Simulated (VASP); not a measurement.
# ZnS (I-4m2) in VASP: further runs

The runs below take ZnS through single point, with PBE.

All numbers are computed with VASP 6.6.1; they aren't measurements. Logs are shortened: lines on timing, memory, paths and dates and some standing lists are left out, and cuts for length are marked.

### 1 The cell of the first run

Symmetry: I-4m2, No. 119, tetragonal system. Conventional cell: a = 3.710 Å, b = 3.710 Å, c = 5.490 Å, α = 90.00°, β = 90.00°, γ = 90.00°. Zn (site symmetry -4m2) has 4 S at 2.31 Å within 3.1 Å. S (site symmetry -4m2) has 4 Zn at 2.31 Å within 3.1 Å.

### 2 Single point, PBE (strain -0.030 along x and y, +0.015 along z)

INCAR

```
ALGO = Normal ; EDIFF = 1E-7
ENCUT = 520 ; GGA = PE
ISIF = 2 ; ISMEAR = 0
LASPH = True ; LCHARG = False
LREAL = False ; LWAVE = False
NBANDS = 16 ; NELM = 100
PREC = Accurate ; SIGMA = 0.05
```

KPOINTS

```
k-points
0
Gamma
  10 10 10
```

POSCAR

```
ZnS
1.0
    0.0000000000      2.6235105000      2.7452197500
    2.6235105000      0.0000000000      2.7452197500
    2.6235105000      2.6235105000      0.0000000000
Zn S
1 1
Direct
    0.0000000000      0.0000000000      0.0000000000
    0.7500000000      0.7500000000      0.7500000000
```

Potentials or basis: VASP PAW PBE potentials, release 64 (Zn, S).

Command:

```sh
$ cat potpaw_PBE.64/Zn/POTCAR potpaw_PBE.64/S/POTCAR > POTCAR
$ mpirun -np 1 vasp_std > vasp.out
```

OUTCAR:

```text
EDIFF = 1E-7
   ENCUT = 520
   GGA = PE
   ISIF = 2
   ISMEAR = 0
   LASPH = True
   LREAL = False
   NELM = 100
   PREC = Accurate

 ion  position               nearest neighbor table
   1  0.000  0.000  0.000-   2 2.31   2 2.31   2 2.31   2 2.31
   2  0.750  0.750  0.750-   1 2.31   1 2.31   1 2.31   1 2.31

  LATTYP: Found a body centered tetragonal cell.
 ALAT       =     3.7102041301
 C/A-ratio  =     1.4798214081

  Lattice vectors:

 A1 = (  -2.6235105000,   0.0000000000,   2.7452197500)
 A2 = (   2.6235105000,   0.0000000000,   2.7452197500)
 A3 = (   0.0000000000,   2.6235105000,  -2.7452197500)

Analysis of symmetry for initial positions (statically):
=====================================================================
 Subroutine PRICEL returns:
 Original cell was already a primitive cell.

 Routine SETGRP: Setting up the symmetry group for a
 body centered tetragonal supercell.

 Subroutine GETGRP returns: Found  8 space group operations
 (whereof  8 operations were pure point group operations)
 out of a pool of 16 trial point group operations.

The static configuration has the point symmetry D_2d.

Analysis of symmetry for dynamics (positions and initial velocities):
=====================================================================
 Subroutine PRICEL returns:
 Original cell was already a primitive cell.

 Routine SETGRP: Setting up the symmetry group for a
 body centered tetragonal supercell.

 Subroutine GETGRP returns: Found  8 space group operations
 (whereof  8 operations were pure point group operations)
 out of a pool of 16 trial point group operations.

The dynamic configuration has the point symmetry D_2d.

 Subroutine INISYM returns: Found  8 space group operations
 (whereof  8 operations are pure point group operations),
 and found     1 'primitive' translations

----------------------------------------------------------------------------------------

                                     Primitive cell

  volume of cell :      37.7896

  direct lattice vectors                    reciprocal lattice vectors
     0.000000000  2.623510500  2.745219750    -0.190584333  0.190584333  0.182134782
     2.623510500  0.000000000  2.745219750     0.190584333 -0.190584333  0.182134782
     2.623510500  2.623510500  0.000000000     0.190584333  0.190584333 -0.182134782

  length of vectors
     3.797240948  3.797240948  3.710204130     0.325296565  0.325296565  0.325296565

  position of ions in fractional coordinates (direct lattice)
     0.000000000  0.000000000  0.000000000
     0.750000000  0.750000000  0.750000000

  ion indices of the primitive-cell ions
   primitive index   ion index
                 1           1
                 2           2

----------------------------------------------------------------------------------------

 KPOINTS: k-points

Automatic generation of k-mesh.
 Grid dimensions read from file:
 generate k-points for:   10   10   10

 Generating k-lattice:

  Cartesian coordinates                     Fractional coordinates (reciprocal lattice)
    -0.019058433  0.019058433  0.018213478     0.100000000  0.000000000  0.000000000
     0.019058433 -0.019058433  0.018213478     0.000000000  0.100000000  0.000000000
     0.019058433  0.019058433 -0.018213478    -0.000000000 -0.000000000  0.100000000

  Length of vectors
     0.032529656  0.032529656  0.032529656

  Shift w.r.t. Gamma in fractional coordinates (k-lattice)
     0.000000000  0.000000000  0.000000000

 Subroutine IBZKPT returns following result:
 ===========================================

 Found    102 irreducible k-points:

 Following reciprocal coordinates:
            Coordinates               Weight
  0.000000  0.000000  0.000000      1.000000
  0.100000 -0.000000  0.000000      8.000000
  0.200000 -0.000000  0.000000      8.000000
  0.300000  0.000000  0.000000      8.000000
  0.400000  0.000000  0.000000      8.000000
  0.500000 -0.000000  0.000000      4.000000
[... 16 lines left out ...]
  0.300000  0.300000  0.000000      2.000000
  0.400000  0.300000  0.000000      8.000000
 [... further k-points ...]
   k-points           NKPTS =    102   k-points in BZ     NKDIM =    102   number of bands    NBANDS=     16
   number of dos      NEDOS =    301   number of ions     NIONS =      2
   total plane-waves  NPLWV =  21952
   dimension x,y,z NGX =    28 NGY =   28 NGZ =   28
   dimension x,y,z NGXF=    56 NGYF=   56 NGZF=   56
   ions per type =               1   1
   NGX,Y,Z   is equivalent  to a cutoff of  12.26, 12.26, 12.55 a.u.
   NGXF,Y,Z  is equivalent  to a cutoff of  24.52, 24.52, 25.09 a.u.
 SYSTEM =  unknown system
   PREC   = accura    normal or accurate (medium, high low for compatibility)
   ISTART =      0    job   : 0-new  1-cont  2-samecut
   ICHARG =      2    charge: 1-file 2-atom 10-const
   ISPIN  =      1    spin polarized calculation?
   LNONCOLLINEAR =      F non collinear calculations
   LSORBIT =      F    spin-orbit coupling
   LASPH  =      T    aspherical Exc in radial PAW
   ENCUT  =  520.0 eV  38.22 Ry    6.18 a.u.   7.06  7.06  6.90*2*pi/ulx,y,z
   NELM   =    100;   NELMIN=  2; NELMDL= -5     # of ELM steps
   EDIFF  = 0.1E-06   stopping-criterion for ELM
   LREAL  =      F    real-space projection
   EDIFFG = 0.1E-05   stopping-criterion for IOM
   NSW    =      0    number of steps for IOM
   IBRION =     -1    ionic relax: 0-MD 1-quasi-New 2-CG
   NFREE  =      0    steps in history (QN), initial steepest desc. (CG)
   ISIF   =      2    stress and relaxation
   ISYM   =      2    0-nonsym 1-usesym 2-fastsym
   POTIM  = 0.5000    time-step for ionic-motion
   TEBEG  =    0.0;   TEEND  =   0.0 temperature during run
   PSTRESS=    0.0 pullay stress
   NELECT =      18.0000    total number of electrons
   NUPDOWN=      -1.0000    fix difference up-down
   EMIN   =  10.00;   EMAX   =-10.00  energy-range for DOS
   EFERMI =   0.00;   METHOD = LEGACY
   ISMEAR =     0;   SIGMA  =   0.05  broadening in eV -4-tet -1-fermi 0-gaus
   EFERMI_NEDOS =   21; number of points for ismear=-14 and -15
   IALGO  =     38    algorithm
   IMIX   =      4    mixing-type and parameters
     AMIX     =   0.40;   BMIX     =  1.00
     AMIX_MAG =   1.60;   BMIX_MAG =  1.00
  volume/ion in A,a.u.               =      18.89       127.51
  Fermi-wavevector in a.u.,A,eV,Ry     =   1.278522  2.416056 22.240323  1.634618
  Thomas-Fermi vector in A             =   2.411060
   LORBIT       =      0    0 simple, 1 ext, 2 COOP (PROOUT), +10 PAW based schemes
   GGA     = PE    functional components
   LHFCALC =     F    Hartree Fock is set to
   AEXX    =    0.0000 exact exchange contribution
   IVDW    =     0    specifies the selected vdW correction
   LEPSILON=     F    determine dielectric tensor
   LRPA    =     F    only Hartree local field effects (RPA)
 non-spin polarized calculation
 Gauss-broadening in eV      SIGMA  =   0.05
  energy-cutoff  :      520.00
  volume of cell :       37.79
 maximum number of plane-waves:      1038
   NGX = 15   NGY = 15   NGZ = 13

 number of electron      18.0000020 magnetization

 Free energy of the ion-electron system (eV)
  ---------------------------------------------------
  ext. energy  EPLUGINS =         0.00000000
  ---------------------------------------------------
  free energy    TOTEN  =        -6.80398205 eV

  energy without entropy =       -6.80398205  energy(sigma->0) =       -6.80398205

 E-fermi :   2.7685     XC(G=0):  -9.8366

 val. band max:        2.5756863673   @ k =   0.0000   0.0000   0.0000
 cond. band min:       4.8155358784   @ k =   0.0000   0.0000   0.0000
 fundamental gap:      2.2398495111
 Fermi energy:         2.7685105099

 k-point     1 :       0.0000    0.0000    0.0000
  band No.  band energies     occupation
      1     -10.9275      2.00000
      2      -4.0190      2.00000
      3      -3.9886      2.00000
      4      -3.9886      2.00000
      5      -3.4601      2.00000
      6      -3.4434      2.00000
[... 8 lines left out ...]
     15      14.6703      0.00000
     16      14.7226      0.00000

 k-point     2 :       0.1000   -0.0000    0.0000
  band No.  band energies     occupation
      1     -10.8460      2.00000
      2      -4.0127      2.00000
      3      -3.9835      2.00000
      4      -3.9729      2.00000
      5      -3.4603      2.00000
      6      -3.4460      2.00000
[... 8 lines left out ...]
     15      14.2073      0.00000
     16      15.2376      0.00000

 k-point     3 :       0.2000   -0.0000    0.0000
  band No.  band energies     occupation
      1     -10.6205      2.00000
      2      -3.9969      2.00000
      3      -3.9539      2.00000
      4      -3.9338      2.00000
      5      -3.4566      2.00000
      6      -3.4494      2.00000
[... 8 lines left out ...]
     15      13.6521      0.00000
     16      15.2527      0.00000

 k-point     4 :       0.3000    0.0000    0.0000
  band No.  band energies     occupation
      1     -10.3124      2.00000
      2      -3.9358      2.00000
      3      -3.8990      2.00000
      4      -3.8909      2.00000
      5      -3.4455      2.00000
      6      -3.4413      2.00000
[... 8 lines left out ...]
     15      13.8783      0.00000
     16      14.7062      0.00000
[... 324 lines left out ...]
 k-point    22 :      -0.2000    0.2000    0.0000
  band No.  band energies     occupation
      1     -10.1968      2.00000
      2      -3.9374      2.00000
      3      -3.8748      2.00000
      4      -3.8657      2.00000
      5      -3.4762      2.00000
      6      -3.3931      2.00000
[... 8 lines left out ...]
     15      15.7157      0.00000
     16      17.0340      0.00000

 k-point    23 :       0.3000    0.3000    0.0000
  band No.  band energies     occupation
      1     -10.1462      2.00000
      2      -4.0909      2.00000
      3      -3.7682      2.00000
      4      -3.7682      2.00000
      5      -3.5078      2.00000
      6      -3.3966      2.00000
[... 8 lines left out ...]
     15      15.6780      0.00000
     16      19.5379      0.00000

 k-point    24 :       0.4000    0.3000    0.0000
  band No.  band energies     occupation
      1      -9.9301      2.00000
      2      -4.0588      2.00000
      3      -3.7188      2.00000
      4      -3.7122      2.00000
      5      -3.4568      2.00000
      6      -3.3907      2.00000
[... 8 lines left out ...]
     15      16.0979      0.00000
     16      18.5886      0.00000

 [... further k-points ...]
[... 5 lines left out ...]
  --------------------------------------------------------------------------------------
  -------------------------------------------------------------------------------------
  Total        1.4088103      1.4088103      0.9580761      0.0000000      0.0000000      0.0000000
  in kB       59.7297081     59.7297081     40.6198060      0.0000000      0.0000000      0.0000000
  external PRESSURE =      53.3597407 kB  Pullay stress =       0.0000000 kB

 VOLUME and BASIS-vectors are now :
 -----------------------------------------------------------------------------
  energy-cutoff  :      520.00
  volume of cell :       37.79
      direct lattice vectors                 reciprocal lattice vectors
     0.000000000  2.623510500  2.745219750    -0.190584333  0.190584333  0.182134782
     2.623510500  0.000000000  2.745219750     0.190584333 -0.190584333  0.182134782
     2.623510500  2.623510500  0.000000000     0.190584333  0.190584333 -0.182134782

 POSITION                                       TOTAL-FORCE (eV/Angst)
 -----------------------------------------------------------------------------------
      0.00000      0.00000      0.00000        -0.000000     -0.000000      0.000000
      3.93527      3.93527      4.11783         0.000000      0.000000     -0.000000
 -----------------------------------------------------------------------------------
    total drift:                               -0.000001     -0.000001     -0.000003

  FREE ENERGIE OF THE ION-ELECTRON SYSTEM (eV)
  ---------------------------------------------------
  free  energy   TOTEN  =        -6.8039820501 eV

  energy  without entropy=       -6.8039820501  energy(sigma->0) =       -6.80398205
```

Wall time 56 s (1 thread of AMD EPYC 7R43 (Zen 3), shared host); peak memory 0.16 GiB.

Results:

```
Free energy            : -6.8040 eV
Pressure               : 5.3 GPa
Band gap on the k mesh : 2.24 eV, direct
```

Stress tensor (GPa, compression positive):
```
5.97 0.00 0.00
0.00 5.97 0.00
0.00 0.00 4.06
```

Caveat: the cell differs from its parent crystal (strain -0.030 along x and y, +0.015 along z).

### 3 Single point, PBE (strain -0.030 along x and y, +0.030 along z)

INCAR

```
SYSTEM = ZnS
ALGO = Normal ; EDIFF = 1E-6
ENCUT = 520 ; GGA = PE
ISIF = 2 ; ISMEAR = 0
LASPH = .True. ; LCHARG = .False.
LREAL = .False. ; LWAVE = .False.
NBANDS = 16 ; NELM = 100
PREC = Accurate ; SIGMA = 0.05
```

KPOINTS

```
k-points
0
Gamma
  10 10 10
  0 0 0
```

POSCAR

```
ZnS
1.0
    0.0000000000      2.6235105000      2.7857895000
    2.6235105000      0.0000000000      2.7857895000
    2.6235105000      2.6235105000      0.0000000000
Zn S
1 1
Direct
    0.0000000000      0.0000000000      0.0000000000
    0.7500000000      0.7500000000      0.7500000000
```

Potentials or basis: VASP PAW PBE potentials, release 64 (Zn, S).

Command:

```sh
$ cat potpaw_PBE.64/Zn/POTCAR potpaw_PBE.64/S/POTCAR > POTCAR
$ mpirun -np 1 vasp_std > vasp.out
```

Wall time 54 s (1 thread of AMD EPYC 7R43 (Zen 3), shared host); peak memory 0.16 GiB.

Results (log left out):

```
Free energy            : -6.8150 eV
Pressure               : 4.0 GPa
Band gap on the k mesh : 2.15 eV, direct
```

Stress tensor (GPa, compression positive):
```
4.88 0.00 0.00
0.00 4.88 0.00
0.00 0.00 2.23
```

Levels at points of the mesh, in eV from the valence-band top:
```
           k point  band 5  band 6  band 7  band 8  band 9  band 10  band 11  band 12  band 13  band 14
(0.00, 0.00, 0.00)   -6.01   -5.99   -0.24    0.00    0.00     2.15     6.32     6.33     6.33    11.08
(0.50, 0.00, 0.00)   -5.97   -5.79   -5.53   -1.16   -0.80     3.23     6.65     7.11     8.92    12.17
(0.50, 0.50, 0.00)   -5.93   -5.84   -4.97   -2.17   -2.17     3.50     4.38    10.64    12.16    12.16
(0.50, 0.00, 0.50)   -5.92   -5.74   -4.61   -2.56   -2.43     3.17     3.81    11.29    11.67    12.08
```

Caveat: the cell differs from its parent crystal (strain -0.030 along x and y, +0.030 along z).

(Continued in part 2 of 2.)
